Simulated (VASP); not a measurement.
# MnSb (Pm-3m) in VASP: a series of runs

MnSb is run at these levels: PBE; tasks: single point.

All numbers are computed with VASP 6.6.1; they aren't measurements. Logs are shortened: lines on timing, memory, paths and dates and some standing lists are left out, and cuts for length are marked.

## 1. The cell of the first run

It takes space group Pm-3m (No. 221, cubic). The conventional cell has a = 3.364 Å, b = 3.364 Å, c = 3.364 Å, α = 90.00°, β = 90.00°, γ = 90.00°. Mn (site symmetry m-3m) has 8 Sb at 2.91 Å and 6 Mn at 3.36 Å within 3.8 Å. Sb (site symmetry m-3m) has 8 Mn at 2.91 Å and 6 Sb at 3.36 Å within 3.8 Å.

## 2. Single point, PBE

Input file INCAR:

```
SYSTEM = MnSb
PREC = Accurate
ENCUT = 520
EDIFF = 1E-6
ISMEAR = 0
SIGMA = 0.1
LREAL = .FALSE.
LASPH = .TRUE.
NELM = 80
ALGO = Normal
ISIF = 2
LWAVE = .FALSE.
LCHARG = .FALSE.
GGA = PE
NBANDS = 16
```

Input file KPOINTS:

```
Automatic mesh
0
G
  12 12 12
  0 0 0
```

Input file POSCAR:

```
MnSb
1.0
    3.3636440039      0.0000000000      0.0000000000
    0.0000000000      3.3636440039      0.0000000000
    0.0000000000      0.0000000000      3.3636440039
Mn Sb
1 1
Direct
    0.0000000000      0.0000000000      0.0000000000
    0.5000000000      0.5000000000      0.5000000000
```

Potentials or basis: VASP PAW PBE potentials, release 64 (Mn_pv, Sb).

The run is started by

```console
> cat potpaw_PBE.64/Mn_pv/POTCAR potpaw_PBE.64/Sb/POTCAR > POTCAR
> mpirun -np 1 vasp_std > vasp.out
```

OUTCAR:

```text
SYSTEM = MnSb
   PREC = Accurate
   ENCUT = 520
   EDIFF = 1E-6
   ISMEAR = 0
   LREAL = .FALSE.
   LASPH = .TRUE.
   NELM = 80
   ISIF = 2
   GGA = PE

 ion  position               nearest neighbor table
   1  0.000  0.000  0.000-   2 2.91   2 2.91   2 2.91   2 2.91   2 2.91   2 2.91   2 2.91   2 2.91

   2  0.500  0.500  0.500-   1 2.91   1 2.91   1 2.91   1 2.91   1 2.91   1 2.91   1 2.91   1 2.91

  LATTYP: Found a simple cubic cell.
 ALAT       =     3.3636440039

  Lattice vectors:

 A1 = (   3.3636440039,   0.0000000000,   0.0000000000)
 A2 = (   0.0000000000,   3.3636440039,   0.0000000000)
 A3 = (   0.0000000000,   0.0000000000,   3.3636440039)

Analysis of symmetry for initial positions (statically):
=====================================================================
 Subroutine PRICEL returns:
 Original cell was already a primitive cell.

 Routine SETGRP: Setting up the symmetry group for a
 simple cubic supercell.

 Subroutine GETGRP returns: Found 48 space group operations
 (whereof 48 operations were pure point group operations)
 out of a pool of 48 trial point group operations.

The static configuration has the point symmetry O_h .

Analysis of symmetry for dynamics (positions and initial velocities):
=====================================================================
 Subroutine PRICEL returns:
 Original cell was already a primitive cell.

 Routine SETGRP: Setting up the symmetry group for a
 simple cubic supercell.

 Subroutine GETGRP returns: Found 48 space group operations
 (whereof 48 operations were pure point group operations)
 out of a pool of 48 trial point group operations.

The dynamic configuration has the point symmetry O_h .

 Subroutine INISYM returns: Found 48 space group operations
 (whereof 48 operations are pure point group operations),
 and found     1 'primitive' translations

----------------------------------------------------------------------------------------

                                     Primitive cell

  volume of cell :      38.0566

  direct lattice vectors                    reciprocal lattice vectors
     3.363644004  0.000000000  0.000000000     0.297296622  0.000000000  0.000000000
     0.000000000  3.363644004  0.000000000     0.000000000  0.297296622  0.000000000
     0.000000000  0.000000000  3.363644004     0.000000000  0.000000000  0.297296622

  length of vectors
     3.363644004  3.363644004  3.363644004     0.297296622  0.297296622  0.297296622

  position of ions in fractional coordinates (direct lattice)
     0.000000000  0.000000000  0.000000000
     0.500000000  0.500000000  0.500000000

  ion indices of the primitive-cell ions
   primitive index   ion index
                 1           1
                 2           2

----------------------------------------------------------------------------------------

 KPOINTS: Automatic mesh

Automatic generation of k-mesh.
 Grid dimensions read from file:
 generate k-points for:   12   12   12

 Generating k-lattice:

  Cartesian coordinates                     Fractional coordinates (reciprocal lattice)
     0.024774719  0.000000000  0.000000000     0.083333333  0.000000000  0.000000000
     0.000000000  0.024774719  0.000000000     0.000000000  0.083333333  0.000000000
     0.000000000  0.000000000  0.024774719     0.000000000  0.000000000  0.083333333

  Length of vectors
     0.024774719  0.024774719  0.024774719

  Shift w.r.t. Gamma in fractional coordinates (k-lattice)
     0.000000000  0.000000000  0.000000000

 Subroutine IBZKPT returns following result:
 ===========================================

 Found     84 irreducible k-points:

 Following reciprocal coordinates:
            Coordinates               Weight
  0.000000  0.000000  0.000000      1.000000
  0.083333  0.000000  0.000000      6.000000
  0.166667  0.000000  0.000000      6.000000
  0.250000  0.000000  0.000000      6.000000
  0.333333  0.000000  0.000000      6.000000
  0.416667  0.000000  0.000000      6.000000
[... 16 lines left out ...]
  0.333333  0.333333  0.000000     12.000000
  0.416667  0.333333  0.000000     24.000000
 [... further k-points ...]
   k-points           NKPTS =     84   k-points in BZ     NKDIM =     84   number of bands    NBANDS=     16
   number of dos      NEDOS =    301   number of ions     NIONS =      2
   total plane-waves  NPLWV =  21952
   dimension x,y,z NGX =    28 NGY =   28 NGZ =   28
   dimension x,y,z NGXF=    56 NGYF=   56 NGZF=   56
   ions per type =               1   1
   NGX,Y,Z   is equivalent  to a cutoff of  13.84, 13.84, 13.84 a.u.
   NGXF,Y,Z  is equivalent  to a cutoff of  27.68, 27.68, 27.68 a.u.
 SYSTEM =  MnSb
   PREC   = accura    normal or accurate (medium, high low for compatibility)
   ISTART =      0    job   : 0-new  1-cont  2-samecut
   ICHARG =      2    charge: 1-file 2-atom 10-const
   ISPIN  =      1    spin polarized calculation?
   LNONCOLLINEAR =      F non collinear calculations
   LSORBIT =      F    spin-orbit coupling
   LASPH  =      T    aspherical Exc in radial PAW
   ENCUT  =  520.0 eV  38.22 Ry    6.18 a.u.   6.25  6.25  6.25*2*pi/ulx,y,z
   NELM   =     80;   NELMIN=  2; NELMDL= -5     # of ELM steps
   EDIFF  = 0.1E-05   stopping-criterion for ELM
   LREAL  =      F    real-space projection
   EDIFFG = 0.1E-04   stopping-criterion for IOM
   NSW    =      0    number of steps for IOM
   IBRION =     -1    ionic relax: 0-MD 1-quasi-New 2-CG
   NFREE  =      0    steps in history (QN), initial steepest desc. (CG)
   ISIF   =      2    stress and relaxation
   ISYM   =      2    0-nonsym 1-usesym 2-fastsym
   POTIM  = 0.5000    time-step for ionic-motion
   TEBEG  =    0.0;   TEEND  =   0.0 temperature during run
   PSTRESS=    0.0 pullay stress
   NELECT =      18.0000    total number of electrons
   NUPDOWN=      -1.0000    fix difference up-down
   EMIN   =  10.00;   EMAX   =-10.00  energy-range for DOS
   EFERMI =   0.00;   METHOD = LEGACY
   ISMEAR =     0;   SIGMA  =   0.10  broadening in eV -4-tet -1-fermi 0-gaus
   EFERMI_NEDOS =   21; number of points for ismear=-14 and -15
   IALGO  =     38    algorithm
   IMIX   =      4    mixing-type and parameters
     AMIX     =   0.40;   BMIX     =  1.00
     AMIX_MAG =   1.60;   BMIX_MAG =  1.00
  volume/ion in A,a.u.               =      19.03       128.41
  Fermi-wavevector in a.u.,A,eV,Ry     =   1.275525  2.410393 22.136189  1.626964
  Thomas-Fermi vector in A             =   2.408232
   LORBIT       =      0    0 simple, 1 ext, 2 COOP (PROOUT), +10 PAW based schemes
   GGA     = PE    functional components
   LHFCALC =     F    Hartree Fock is set to
   AEXX    =    0.0000 exact exchange contribution
   IVDW    =     0    specifies the selected vdW correction
   LEPSILON=     F    determine dielectric tensor
   LRPA    =     F    only Hartree local field effects (RPA)
 non-spin polarized calculation
 Gauss-broadening in eV      SIGMA  =   0.10
  energy-cutoff  :      520.00
  volume of cell :       38.06
 maximum number of plane-waves:      1064
 NGX is ok and might be reduce to    28
   NGX = 13   NGY = 13   NGZ = 13

 number of electron      17.9999991 magnetization

 Free energy of the ion-electron system (eV)
  ---------------------------------------------------
  ext. energy  EPLUGINS =         0.00000000
  ---------------------------------------------------
  free energy    TOTEN  =       -11.90656732 eV

  energy without entropy =      -11.89343305  energy(sigma->0) =      -11.90000019

 E-fermi :   8.9521     XC(G=0): -11.3808

 val. band max:        8.9514223921   @ k =   0.4167   0.0000   0.0000
 cond. band min:       8.9527752086   @ k =   0.5000   0.0000   0.0000
 fundamental gap:      0.0013528164
 Fermi energy:         8.9521342826

 k-point     1 :       0.0000    0.0000    0.0000
  band No.  band energies     occupation
      1     -38.6152      2.00000
      2     -38.6152      2.00000
      3     -38.6152      2.00000
      4      -3.3191      2.00000
      5       7.4916      2.00000
      6       7.4916      2.00000
[... 8 lines left out ...]
     15      16.0029      0.00000
     16      24.2351      0.00000

 k-point     2 :       0.0833    0.0000    0.0000
  band No.  band energies     occupation
      1     -38.6162      2.00000
      2     -38.6151      2.00000
      3     -38.6151      2.00000
      4      -3.2321      2.00000
      5       7.2865      2.00000
      6       7.5114      2.00000
[... 8 lines left out ...]
     15      16.5023      0.00000
     16      22.9422      0.00000

 k-point     3 :       0.1667    0.0000    0.0000
  band No.  band energies     occupation
      1     -38.6191      2.00000
      2     -38.6148      2.00000
      3     -38.6148      2.00000
      4      -2.9751      2.00000
      5       6.4469      2.00000
      6       7.5663      2.00000
[... 8 lines left out ...]
     15      18.0338      0.00000
     16      21.3683      0.00000

 k-point     4 :       0.2500    0.0000    0.0000
  band No.  band energies     occupation
      1     -38.6230      2.00000
      2     -38.6144      2.00000
      3     -38.6144      2.00000
      4      -2.5639      2.00000
      5       5.1401      2.00000
      6       7.6435      2.00000
[... 8 lines left out ...]
     15      19.8624      0.00000
     16      19.8625      0.00000
[... 324 lines left out ...]
 k-point    22 :       0.5000    0.2500    0.0000
  band No.  band energies     occupation
      1     -38.6299      2.00000
      2     -38.6214      2.00000
      3     -38.6132      2.00000
      4      -0.6592      2.00000
      5       3.1937      2.00000
      6       6.4678      2.00000
[... 8 lines left out ...]
     15      17.9964      0.00000
     16      18.8101      0.00000

 k-point    23 :       0.3333    0.3333    0.0000
  band No.  band energies     occupation
      1     -38.6257      2.00000
      2     -38.6256      2.00000
      3     -38.6132      2.00000
      4      -0.9011      2.00000
      5       4.7755      2.00000
      6       5.1899      2.00000
[... 8 lines left out ...]
     15      19.0334      0.00000
     16      19.4713      0.00000

 k-point    24 :       0.4167    0.3333    0.0000
  band No.  band energies     occupation
      1     -38.6285      2.00000
      2     -38.6254      2.00000
      3     -38.6130      2.00000
      4      -0.4611      2.00000
      5       4.0953      2.00000
      6       5.4350      2.00000
[... 8 lines left out ...]
     15      18.8922      0.00000
     16      18.9775      0.00000

 [... further k-points ...]

------------------------ aborting loop because EDIFF is reached ----------------------------------------

  FORCE on cell =-STRESS in cart. coord.  units (eV):
  Direction    XX          YY          ZZ          XY          YZ          ZX
  --------------------------------------------------------------------------------------
  -------------------------------------------------------------------------------------
  Total       -3.9945901     -3.9945901     -3.9945901     -0.0000000      0.0000000     -0.0000000
  in kB     -168.1716264   -168.1716264   -168.1716264     -0.0000000      0.0000000     -0.0000000
  external PRESSURE =    -168.1716264 kB  Pullay stress =       0.0000000 kB

 VOLUME and BASIS-vectors are now :
 -----------------------------------------------------------------------------
  energy-cutoff  :      520.00
  volume of cell :       38.06
      direct lattice vectors                 reciprocal lattice vectors
     3.363644004  0.000000000  0.000000000     0.297296622  0.000000000  0.000000000
     0.000000000  3.363644004  0.000000000     0.000000000  0.297296622  0.000000000
     0.000000000  0.000000000  3.363644004     0.000000000  0.000000000  0.297296622

 POSITION                                       TOTAL-FORCE (eV/Angst)
 -----------------------------------------------------------------------------------
      0.00000      0.00000      0.00000         0.000000      0.000000      0.000000
      1.68182      1.68182      1.68182         0.000000      0.000000      0.000000
 -----------------------------------------------------------------------------------
    total drift:                               -0.000000     -0.000000     -0.000000

  FREE ENERGIE OF THE ION-ELECTRON SYSTEM (eV)
  ---------------------------------------------------
  free  energy   TOTEN  =       -11.9065673188 eV

  energy  without entropy=      -11.8934330547  energy(sigma->0) =      -11.90000019
```

Run time: 47 s. Hardware: 1 thread of Intel Xeon Platinum 8259CL at 2.50GHz (Skylake/Cascade Lake), shared host; peak memory 0.2 GiB.

Results:

- Free energy: -11.9066 eV
- Pressure: -16.8 GPa
- Band gap on the k mesh: zero (bands 9 and 10 overlap by 0.69 eV)

Caveat: the cell stands under tension; spin-orbit coupling is left out, which moves the levels of the heavy elements; the run has no spin polarisation, though such a crystal can be magnetic.

## 3. Single point, PBE

This run uses another cell than the first one, of 19.79 Å³/atom.

Input file INCAR:

```
SYSTEM = MnSb
ALGO     = Normal         ! electronic algorithm
EDIFF    = 1E-6           ! SCF threshold, eV
ENCUT    = 520            ! plane-wave cutoff, eV
GGA      = PE             ! functional
ISIF     = 2              ! what is computed and relaxed
ISMEAR   = 0              ! smearing method
LASPH    = .True.         ! aspherical terms in the spheres
LCHARG   = .False.        ! write CHGCAR
LREAL    = .False.        ! projectors in reciprocal space
LWAVE    = .False.        ! write WAVECAR
NBANDS   = 16             ! bands
NELM     = 80             ! most SCF steps
PREC     = Accurate       ! precision mode
SIGMA    = 0.1            ! smearing width, eV
```

Input file KPOINTS:

```
k-points
0
Gamma
  12 12 12
  0 0 0
```

Input file POSCAR:

```
MnSb
1.0
    3.4079075536      0.0000000000      0.0000000000
    0.0000000000      3.4079075536      0.0000000000
    0.0000000000      0.0000000000      3.4079075536
Mn Sb
1 1
Direct
    0.0000000000      0.0000000000      0.0000000000
    0.5000000000      0.5000000000      0.5000000000
```

Potentials or basis: VASP PAW PBE potentials, release 64 (Mn_pv, Sb).

The run is started by

```console
> cat potpaw_PBE.64/Mn_pv/POTCAR potpaw_PBE.64/Sb/POTCAR > POTCAR
> mpirun -np 1 vasp_std > vasp.out
```

It took 45 s on 1 thread of Intel Xeon Platinum 8259CL at 2.50GHz (Skylake/Cascade Lake), shared host; peak memory 0.19 GiB.

The run converged. Its results:

```
Free energy            : -11.7384 eV
Pressure               : -18.5 GPa
Band gap on the k mesh : zero (bands 9 and 10 overlap by 0.64 eV)
```

Levels at points of the mesh, in eV from the Fermi level:
```
           k point  band 6  band 7  band 8  band 9  band 10  band 11  band 12  band 13
(0.00, 0.00, 0.00)   -1.36   -0.02   -0.02   -0.02     0.96     0.96     0.96     4.37
(0.50, 0.00, 0.00)   -1.18   -1.18   -1.06    0.01     0.46     4.41     4.41     6.60
(0.50, 0.50, 0.00)   -4.18   -1.71   -0.43   -0.43     0.41     0.53     1.65     4.05
(0.50, 0.50, 0.50)   -3.88   -3.88    0.44    0.44     1.93     1.93     1.93     2.28
```

Caveat: the cell stands under tension; spin-orbit coupling is left out, which moves the levels of the heavy elements; the run has no spin polarisation, though such a crystal can be magnetic. Spin polarisation is off, so any magnetic state and its effect on volume and gap are missing.

[end of part 1 of 2]

The gap in the log of VASP goes by the Fermi energy; the results here count the filled bands.